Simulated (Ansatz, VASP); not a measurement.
**One calculation of SbP, two programs**

```
Sb P
1.0
     0.00000    2.87962    2.87962
     2.87962    0.00000    2.87962
     2.87962    2.87962    0.00000
Sb P
1 1
Direct
  0.00000 0.00000 0.00000
  0.25000 0.25000 0.25000
```

Change from the starting cell: volume scaled by 0.8, PAW files.

Alike in both runs: task single point; functional PBEsol; k mesh 11 × 11 × 11; occupations fermi-dirac, width 0.08 eV; no spin polarisation.

|  | VASP | Ansatz |
| --- | --- | --- |
| version | VASP 6.6.1 | Ansatz 0.2.0 |
| potentials or method | VASP PAW PBE potentials, release 64 (Sb, P) | PAW with Ansatz's default frozen-core files, scalar-relativistic |
| plane-wave cutoff (eV) | 520 | 420 |
| valence electrons in the cell | 10 | 20 |

|  | VASP | Ansatz | Ansatz less VASP |
| --- | --- | --- | --- |
| pressure (GPa) | 16.2 | 15.6 | -0.54 |

VASP's potentials were made for PBE, not for PBEsol. The functional is the same, so the differences come from potentials, cutoffs and numerics. VASP's potentials hold 10 valence electrons a cell and Ansatz's 20, so a difference there can come from the potentials and not from the codes.

Spin-orbit coupling is off throughout.
